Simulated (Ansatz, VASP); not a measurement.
## Ta in VASP and in Ansatz

```
Ta
1.0
    -1.65128    1.65128    1.61825
     1.65128   -1.65128    1.61825
     1.65128    1.65128   -1.61825
Ta
1
Direct
  0.00000 0.00000 0.00000
```

Change from the starting cell: zz strain of -2 %.

Alike in both runs: task single point; functional PBE; k mesh 17 × 17 × 17; occupations fermi-dirac, width 0.08 eV; no spin polarisation.

```csv
,VASP,Ansatz
version,VASP 6.6.1,Ansatz 0.2.0
potentials or method,"VASP PAW PBE potentials, release 64 (Ta_pv), cutoff 520 eV","all-electron LAPW, scalar-relativistic"
```

VASP gave:

* pressure (GPa): 7.7
* traceless stress, the component that is largest in VASP (GPa): 1.51

Problem. Which values does Ansatz return?

Solution. Pressure (GPa): 7.4; traceless stress, the component that is largest in VASP (GPa): 1.52.

Ansatz ran all-electron here, and VASP with PAW potentials.

Neither program's run includes spin-orbit coupling.
